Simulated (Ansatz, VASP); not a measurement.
KBr: VASP beside Ansatz

```
K Br
1.0
     0.00000    3.16447    3.16447
     3.16447    0.00000    3.16447
     3.16447    3.16447    0.00000
K Br
1 1
Direct
  0.00000 0.00000 0.00000
  0.50000 0.50000 0.50000
```

Alike in both runs: task single point; functional r2SCAN; k mesh 6 × 6 × 6; occupations gaussian, width 0.02 eV; no spin polarisation.

|  | VASP | Ansatz |
| --- | --- | --- |
| version | VASP 6.6.1 | Ansatz 0.2.0 |
| potentials or method | VASP PAW PBE potentials, release 64 (K_sv, Br), cutoff 520 eV | scalar-relativistic, plane waves, PAW |
| valence electrons in the cell | 16 | 16 |

|  | VASP | Ansatz | Ansatz less VASP |
| --- | --- | --- | --- |
| gap on the k mesh at the Fermi level (eV) | 5.47 | 5.47 | -0.003 |
| least direct gap on the mesh (eV) | 5.47 | 5.47 | -0.003 |
| pressure (GPa) | 2.9 | 2.8 | -0.02 |

VASP's potentials were made for PBE, not for r2SCAN. With one functional, cell and mesh, what is left measures potentials, basis and numerics.
